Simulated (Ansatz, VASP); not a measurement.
W: VASP beside Ansatz

```
W
1.0
    -1.58500    1.58500    1.58500
     1.58500   -1.58500    1.58500
     1.58500    1.58500   -1.58500
W
1
Direct
  0.00000 0.00000 0.00000
```

Alike in both runs: task relaxation of cell and atoms; functional PBEsol; k mesh 24 × 24 × 24; occupations gaussian, width 0.1 eV; no spin polarisation.

|  | VASP | Ansatz |
| --- | --- | --- |
| version | VASP 6.6.1 | Ansatz 0.2.0 |
| potentials or method | VASP PAW PBE potentials, release 64 (W_sv) | scalar-relativistic, plane waves, PAW |
| plane-wave cutoff (eV) | 600 | 420 |
| valence electrons in the cell | 14 | 14 |

```csv
,VASP,Ansatz,Ansatz less VASP
"gap on the k mesh at the Fermi level, each at its own relaxed structure (eV)",none,none,-
relaxed volume (Å³/atom),15.73,15.69,-0.039
relaxed cell length with the largest relative difference (Å),2.734,2.732,-0.0023
```

VASP's potentials were made for PBE, not for PBEsol. A gap of «none» marks a metal or a gap that the smearing closes.

Neither program's run includes spin-orbit coupling.
